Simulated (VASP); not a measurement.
# ZrPt2Cl3 (P-3m1) in VASP: single point with PBE

Aim: the single point of ZrPt2Cl3 with PBE.

Everything below comes from runs of VASP 6.6.1. Logs are shortened: lines on timing, memory, paths and dates and some standing lists are left out, and cuts for length are marked.

## 1. The cell of the first run

It takes space group P-3m1 (No. 164, trigonal). Conventional cell: a = 5.277 Å, b = 5.277 Å, c = 4.821 Å, α = 90.00°, β = 90.00°, γ = 120.00°. Within 3.2 Å of Zr (site symmetry -3m) lie 2 Cl at 2.41 Å and 6 Pt at 3.05 Å. Within 3.2 Å of Pt (site symmetry 3m) lie 2 Cl at 2.41 Å and 3 Zr at 3.05 Å and 3 Pt at 3.05 Å. Within 3.2 Å of Cl (site symmetry 3m) lie 2 Pt at 2.41 Å and 6 Cl at 3.05 Å. Within 3.2 Å of Cl (site symmetry -3m) lie 2 Zr at 2.41 Å and 6 Cl at 3.05 Å.

## 2. Single point, PBE

INCAR reads:

```
  PREC = Accurate
  ENCUT = 520
  EDIFF = 1E-6
  ISMEAR = 0
  SIGMA = 0.1
  LREAL = F
  LASPH = T
  NELM = 80
  ALGO = Normal
  ISIF = 2
  LWAVE = F
  LCHARG = T
  GGA = PE
  LELF = T
  LVHAR = T
  NBANDS = 36
```

KPOINTS reads:

```
regular mesh
0
Gamma
  6 6 4
```

POSCAR reads:

```
ZrPt2Cl3
1.0
    5.2770863946      0.0000000000      0.0000000000
   -2.6385431973      4.5700908757      0.0000000000
    0.0000000000      0.0000000000      4.8211903667
Zr Pt Cl
1 2 3
Direct
    0.0000000000      0.0000000000      0.0000000000
    0.6666666667      0.3333333333      0.0009891422
    0.3333333333      0.6666666667      0.9990108578
    0.6666666667      0.3333333333      0.5014981427
    0.3333333333      0.6666666667      0.4985018573
    0.0000000000      0.0000000000      0.5000000000
```

Potentials or basis: VASP PAW PBE potentials, release 64 (Zr_sv, Pt, Cl).

On the command line:

```
$ cat potpaw_PBE.64/Zr_sv/POTCAR potpaw_PBE.64/Pt/POTCAR potpaw_PBE.64/Cl/POTCAR > POTCAR
$ mpirun -np 1 vasp_std > vasp.out
```

OUTCAR:

```text
PREC = Accurate
   ENCUT = 520
   EDIFF = 1E-6
   ISMEAR = 0
   LREAL = F
   LASPH = T
   NELM = 80
   ISIF = 2
   GGA = PE

 ion  position               nearest neighbor table
   1  0.000  0.000  0.000-   6 2.41   6 2.41   2 3.05   3 3.05   2 3.05   3 3.05   2 3.05   3 3.05

   2  0.667  0.333  0.001-   4 2.41   4 2.41   1 3.05   1 3.05   1 3.05   3 3.05   3 3.05   3 3.05

   3  0.333  0.667  0.999-   5 2.41   5 2.41   1 3.05   1 3.05   1 3.05   2 3.05   2 3.05   2 3.05

   4  0.667  0.333  0.501-   2 2.41   2 2.41
   5  0.333  0.667  0.499-   3 2.41   3 2.41
   6  0.000  0.000  0.500-   1 2.41   1 2.41

  LATTYP: Found a hexagonal cell.
 ALAT       =     5.2770863946
 C/A-ratio  =     0.9136083828

  Lattice vectors:

 A1 = (   5.2770863946,   0.0000000000,   0.0000000000)
 A2 = (  -2.6385431973,   4.5700908757,   0.0000000000)
 A3 = (   0.0000000000,   0.0000000000,   4.8211903667)

Analysis of symmetry for initial positions (statically):
=====================================================================
 Subroutine PRICEL returns:
 Original cell was already a primitive cell.

 Routine SETGRP: Setting up the symmetry group for a
 hexagonal supercell.

 Subroutine GETGRP returns: Found 12 space group operations
 (whereof 12 operations were pure point group operations)
 out of a pool of 24 trial point group operations.

The static configuration has the point symmetry D_3d.

Analysis of symmetry for dynamics (positions and initial velocities):
=====================================================================
 Subroutine PRICEL returns:
 Original cell was already a primitive cell.

 Routine SETGRP: Setting up the symmetry group for a
 hexagonal supercell.

 Subroutine GETGRP returns: Found 12 space group operations
 (whereof 12 operations were pure point group operations)
 out of a pool of 24 trial point group operations.

The dynamic configuration has the point symmetry D_3d.

 Subroutine INISYM returns: Found 12 space group operations
 (whereof 12 operations are pure point group operations),
 and found     1 'primitive' translations

----------------------------------------------------------------------------------------

                                     Primitive cell

  volume of cell :     116.2715

  direct lattice vectors                    reciprocal lattice vectors
     5.277086395  0.000000000  0.000000000     0.189498508  0.109407015  0.000000000
    -2.638543197  4.570090876  0.000000000     0.000000000  0.218814030  0.000000000
     0.000000000  0.000000000  4.821190367     0.000000000  0.000000000  0.207417655

  length of vectors
     5.277086395  5.277086395  4.821190367     0.218814030  0.218814030  0.207417655

  position of ions in fractional coordinates (direct lattice)
     0.000000000  0.000000000  0.000000000
     0.666666667  0.333333333  0.000989142
     0.333333333  0.666666667  0.999010858
     0.666666667  0.333333333  0.501498143
     0.333333333  0.666666667  0.498501857
     0.000000000  0.000000000  0.500000000

  ion indices of the primitive-cell ions
   primitive index   ion index
                 1           1
                 2           2
                 3           3
                 4           4
                 5           5
                 6           6

----------------------------------------------------------------------------------------

 KPOINTS: regular mesh

Automatic generation of k-mesh.
 Grid dimensions read from file:
 generate k-points for:    6    6    4

 Generating k-lattice:

  Cartesian coordinates                     Fractional coordinates (reciprocal lattice)
     0.031583085  0.018234502  0.000000000     0.166666667  0.000000000  0.000000000
     0.000000000  0.036469005  0.000000000     0.000000000  0.166666667  0.000000000
     0.000000000  0.000000000  0.051854414     0.000000000  0.000000000  0.250000000

  Length of vectors
     0.036469005  0.036469005  0.051854414

  Shift w.r.t. Gamma in fractional coordinates (k-lattice)
     0.000000000  0.000000000  0.000000000

 Subroutine IBZKPT returns following result:
 ===========================================

 Found     24 irreducible k-points:

 Following reciprocal coordinates:
            Coordinates               Weight
  0.000000  0.000000  0.000000      1.000000
  0.166667 -0.000000  0.000000      6.000000
  0.333333  0.000000  0.000000      6.000000
  0.500000  0.000000  0.000000      3.000000
  0.166667  0.166667  0.000000      6.000000
  0.333333  0.166667  0.000000     12.000000
[... 16 lines left out ...]
  0.333333  0.166667  0.500000     12.000000
  0.333333  0.333333  0.500000      2.000000
   k-points           NKPTS =     24   k-points in BZ     NKDIM =     24   number of bands    NBANDS=     36
   number of dos      NEDOS =    301   number of ions     NIONS =      6
   total plane-waves  NPLWV =  57600
   dimension x,y,z NGX =    40 NGY =   40 NGZ =   36
   dimension x,y,z NGXF=    80 NGYF=   80 NGZF=   72
   ions per type =               1   2   3
   NGX,Y,Z   is equivalent  to a cutoff of  12.60, 12.60, 12.41 a.u.
   NGXF,Y,Z  is equivalent  to a cutoff of  25.20, 25.20, 24.83 a.u.
 SYSTEM =  unknown system
   PREC   = accura    normal or accurate (medium, high low for compatibility)
   ISTART =      0    job   : 0-new  1-cont  2-samecut
   ICHARG =      2    charge: 1-file 2-atom 10-const
   ISPIN  =      1    spin polarized calculation?
   LNONCOLLINEAR =      F non collinear calculations
   LSORBIT =      F    spin-orbit coupling
   LASPH  =      T    aspherical Exc in radial PAW
   ENCUT  =  520.0 eV  38.22 Ry    6.18 a.u.   9.81  9.81  8.96*2*pi/ulx,y,z
   NELM   =     80;   NELMIN=  2; NELMDL= -5     # of ELM steps
   EDIFF  = 0.1E-05   stopping-criterion for ELM
   LREAL  =      F    real-space projection
   EDIFFG = 0.1E-04   stopping-criterion for IOM
   NSW    =      0    number of steps for IOM
   IBRION =     -1    ionic relax: 0-MD 1-quasi-New 2-CG
   NFREE  =      0    steps in history (QN), initial steepest desc. (CG)
   ISIF   =      2    stress and relaxation
   ISYM   =      2    0-nonsym 1-usesym 2-fastsym
   POTIM  = 0.5000    time-step for ionic-motion
   TEBEG  =    0.0;   TEEND  =   0.0 temperature during run
   PSTRESS=    0.0 pullay stress
   NELECT =      53.0000    total number of electrons
   NUPDOWN=      -1.0000    fix difference up-down
   EMIN   =  10.00;   EMAX   =-10.00  energy-range for DOS
   EFERMI =   0.00;   METHOD = LEGACY
   ISMEAR =     0;   SIGMA  =   0.10  broadening in eV -4-tet -1-fermi 0-gaus
   EFERMI_NEDOS =   21; number of points for ismear=-14 and -15
   IALGO  =     38    algorithm
   IMIX   =      4    mixing-type and parameters
     AMIX     =   0.40;   BMIX     =  1.00
     AMIX_MAG =   1.60;   BMIX_MAG =  1.00
  volume/ion in A,a.u.               =      19.38       130.77
  Fermi-wavevector in a.u.,A,eV,Ry     =   1.259918  2.380900 21.597805  1.587394
  Thomas-Fermi vector in A             =   2.393454
   LORBIT       =      0    0 simple, 1 ext, 2 COOP (PROOUT), +10 PAW based schemes
   GGA     = PE    functional components
   LHFCALC =     F    Hartree Fock is set to
   AEXX    =    0.0000 exact exchange contribution
   IVDW    =     0    specifies the selected vdW correction
   LEPSILON=     F    determine dielectric tensor
   LRPA    =     F    only Hartree local field effects (RPA)
 non-spin polarized calculation
 Gauss-broadening in eV      SIGMA  =   0.10
  energy-cutoff  :      520.00
  volume of cell :      116.27
 maximum number of plane-waves:      3173
 NGX is ok and might be reduce to    40
   NGX = 19   NGY = 19   NGZ = 17

 number of electron      52.9999999 magnetization

 Free energy of the ion-electron system (eV)
  ---------------------------------------------------
  ext. energy  EPLUGINS =         0.00000000
  ---------------------------------------------------
  free energy    TOTEN  =       -28.58209863 eV

  energy without entropy =      -28.56392433  energy(sigma->0) =      -28.57301148

 E-fermi :   6.7091     XC(G=0): -10.8838

 val. band max:        6.7007020697   @ k =   0.0000   0.0000   0.2500
 cond. band min:       6.7650235095   @ k =   0.3333   0.3333   0.5000
 fundamental gap:      0.0643214398
 Fermi energy:         6.7090640966

 k-point     1 :       0.0000    0.0000    0.0000
  band No.  band energies     occupation
      1     -43.4971      2.00000
      2     -21.7527      2.00000
      3     -21.3454      2.00000
      4     -21.3454      2.00000
      5     -10.3048      2.00000
      6      -8.8067      2.00000
[... 28 lines left out ...]
     35      14.5353      0.00000
     36      14.5562      0.00000

 k-point     2 :       0.1667   -0.0000    0.0000
  band No.  band energies     occupation
      1     -43.4971      2.00000
      2     -21.7527      2.00000
      3     -21.3463      2.00000
      4     -21.3452      2.00000
      5     -10.2342      2.00000
      6      -8.8502      2.00000
[... 28 lines left out ...]
     35      12.9273      0.00000
     36      14.8473      0.00000

 k-point     3 :       0.3333    0.0000    0.0000
  band No.  band energies     occupation
      1     -43.4969      2.00000
      2     -21.7527      2.00000
      3     -21.3482      2.00000
      4     -21.3447      2.00000
      5     -10.0675      2.00000
      6      -8.9437      2.00000
[... 28 lines left out ...]
     35      12.5539      0.00000
     36      15.4484      0.00000

 k-point     4 :       0.5000    0.0000    0.0000
  band No.  band energies     occupation
      1     -43.4969      2.00000
      2     -21.7527      2.00000
      3     -21.3491      2.00000
      4     -21.3445      2.00000
      5      -9.9636      2.00000
      6      -9.0010      2.00000
[... 28 lines left out ...]
     35      12.9182      0.00000
     36      15.1282      0.00000

 k-point     5 :       0.1667    0.1667    0.0000
  band No.  band energies     occupation
      1     -43.4970      2.00000
      2     -21.7527      2.00000
      3     -21.3475      2.00000
      4     -21.3451      2.00000
      5     -10.1145      2.00000
      6      -8.9101      2.00000
[... 655 lines left out ...]
 k-point    22 :       0.1667    0.1667    0.5000
  band No.  band energies     occupation
      1     -43.4963      2.00000
      2     -21.8081      2.00000
      3     -21.3464      2.00000
      4     -21.3441      2.00000
      5      -9.6090      2.00000
      6      -8.5476      2.00000
[... 28 lines left out ...]
     35      13.1981      0.00000
     36      14.3555      0.00000

 k-point    23 :       0.3333    0.1667    0.5000
  band No.  band energies     occupation
      1     -43.4962      2.00000
      2     -21.8080      2.00000
      3     -21.3472      2.00000
      4     -21.3442      2.00000
      5      -9.4286      2.00000
      6      -8.6352      2.00000
[... 28 lines left out ...]
     35      14.0822      0.00000
     36      14.2310      0.00000

 k-point    24 :       0.3333    0.3333    0.5000
  band No.  band energies     occupation
      1     -43.4962      2.00000
      2     -21.8080      2.00000
      3     -21.3459      2.00000
      4     -21.3459      2.00000
      5      -9.3648      2.00000
      6      -8.5183      2.00000
[... 28 lines left out ...]
     35      14.1415      0.00000
     36      14.1415      0.00000

------------------------ aborting loop because EDIFF is reached ----------------------------------------

  FORCE on cell =-STRESS in cart. coord.  units (eV):
  Direction    XX          YY          ZZ          XY          YZ          ZX
  --------------------------------------------------------------------------------------
  -------------------------------------------------------------------------------------
  Total        0.1837835      0.1837835     -0.1158304     -0.0000000      0.0000000      0.0000000
  in kB        2.5324664      2.5324664     -1.5960987     -0.0000000      0.0000000      0.0000000
  external PRESSURE =       1.1562780 kB  Pullay stress =       0.0000000 kB

 VOLUME and BASIS-vectors are now :
 -----------------------------------------------------------------------------
  energy-cutoff  :      520.00
  volume of cell :      116.27
      direct lattice vectors                 reciprocal lattice vectors
     5.277086395  0.000000000  0.000000000     0.189498508  0.109407015  0.000000000
    -2.638543197  4.570090876  0.000000000     0.000000000  0.218814030  0.000000000
     0.000000000  0.000000000  4.821190367     0.000000000  0.000000000  0.207417655

 POSITION                                       TOTAL-FORCE (eV/Angst)
 -----------------------------------------------------------------------------------
      0.00000      0.00000      0.00000         0.000000      0.000000      0.000000
      2.63854      1.52336      0.00477         0.000000      0.000000     -0.001062
     -0.00000      3.04673      4.81642        -0.000000     -0.000000      0.001062
      2.63854      1.52336      2.41782         0.000000      0.000000     -0.002498
     -0.00000      3.04673      2.40337        -0.000000     -0.000000      0.002498
      0.00000      0.00000      2.41060         0.000000      0.000000      0.000000
 -----------------------------------------------------------------------------------
    total drift:                                0.000000     -0.000000      0.000000

  FREE ENERGIE OF THE ION-ELECTRON SYSTEM (eV)
  ---------------------------------------------------
  free  energy   TOTEN  =       -28.5820986295 eV

  energy  without entropy=      -28.5639243315  energy(sigma->0) =      -28.57301148
```

Run time: 63 s. Hardware: 1 thread of AMD EPYC 9R45 (Zen 5), shared host; peak memory 0.25 GiB.

What came out:

```yaml
Free_energy: -28.5821 eV
Pressure: 0.1 GPa
```

Forces on the atoms (eV/Å):
```
Zr   0.000  0.000  0.000
Pt   0.000  0.000 -0.001
Pt   0.000  0.000  0.001
Cl   0.000  0.000 -0.002
Cl   0.000  0.000  0.002
Cl   0.000  0.000  0.000
```

Caveat: spin-orbit coupling is left out, which moves the levels of the heavy elements; an odd number of electrons without spin polarisation forces a metal; a magnetic or distorted state may lie lower.
